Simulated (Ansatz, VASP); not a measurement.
## Ti in VASP and in Ansatz

```
CELL_PARAMETERS angstrom
2.79879 0.00000 0.00000
0.00000 4.51529 0.00000
0.00000 0.00000 26.73107
ATOMIC_POSITIONS crystal
Ti 0.50000 0.00000 0.28313
Ti 0.00000 0.50000 0.33034
Ti 0.50000 0.00000 0.37770
Ti 0.50000 0.50000 0.42696
Ti 0.00000 0.00000 0.47677
Ti 0.50000 0.50000 0.52405
Ti 0.50000 0.00000 0.57210
Ti 0.00000 0.50000 0.62490
Ti 0.50000 0.00000 0.67006
Ti 0.50000 0.50000 0.71398
```

Alike in both runs: functional PBEsol; k mesh 12 × 8 × 1; occupations gaussian, width 0.1 eV; no spin polarisation.

Ansatz relaxed the structure, and its values are those at the end. VASP's run is a single point on that final structure, the one shown.

|  | VASP | Ansatz |
| --- | --- | --- |
| version | VASP 6.6.1 | Ansatz 0.2.0 |
| potentials or method | VASP PAW PBE potentials, release 64 (Ti_sv), cutoff 400 eV | scalar-relativistic, plane waves, PAW |
| valence electrons in the cell | 120 | 120 |

Ansatz gave:

| Item | Value |
| --- | --- |
| gap on the k mesh at the Fermi level (eV) | none |
| rms of the force components (eV/Å) | 0.005 |

Problem. Which values does VASP return?

Solution. gap on the k mesh at the Fermi level (eV): none; rms of the force components (eV/Å): 0.006.

VASP's potentials were made for PBE, not for PBEsol. A gap of «none» marks a metal or a gap that the smearing closes. Ansatz's warnings: xc potential rough in thin density.
